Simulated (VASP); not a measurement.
## Ru: single point with PBE

Ru:

```
Ru
1.0
    -2.03398    2.03398    1.09464
     2.03398   -2.03398    1.09464
     2.03398    2.03398   -1.09464
Ru
2
Direct
  0.62500 0.87500 0.75000
  0.37500 0.12500 0.25000
```

```json
{
 "Program": "VASP 6.6.1",
 "Task": "single point",
 "Functional": "PBE",
 "Potentials or basis": "VASP PAW PBE potentials, release 64 (Ru_pv)",
 "Cutoff": "520 eV",
 "k mesh": "20 × 20 × 20",
 "Occupations": "fermi-dirac, width 0.08 eV",
 "Spin": "no spin polarisation",
 "Dipole correction": "no",
 "Further INCAR settings": "ALGO = Normal; EDIFF = 1e-06; NBANDS = 21"
}
```

* Pressure: 429.9 GPa
* Band gap on the k mesh: zero (bands 14 and 15 overlap by 3.27 eV)

Stress tensor (GPa, compression positive):
```
431.20   0.00   0.00
  0.00 431.20   0.00
  0.00   0.00 427.17
```

Levels at points of the mesh, in eV from the Fermi level:
| k point | band 11 | band 12 | band 13 | band 14 | band 15 | band 16 | band 17 | band 18 |
| --- | --- | --- | --- | --- | --- | --- | --- | --- |
| (0.00, 0.00, 0.00) | -7.69 | -0.95 | -0.95 | -0.80 | -0.80 | 3.94 | 6.54 | 9.93 |
| (0.50, 0.00, 0.00) | -4.60 | -3.32 | -0.70 | 0.30 | 2.22 | 2.69 | 7.78 | 10.41 |
| (0.50, 0.50, 0.00) | -4.64 | -4.64 | -0.13 | -0.13 | 1.29 | 1.29 | 2.01 | 2.01 |
| (0.50, 0.50, 0.50) | -2.10 | -2.10 | -1.05 | -1.05 | 0.16 | 0.16 | 1.29 | 1.29 |

Wall time 3.4 min on 1 thread of Intel Xeon 8259CL (shared host), peak memory 0.3 GiB.

Caveat: the cell stands under pressure.
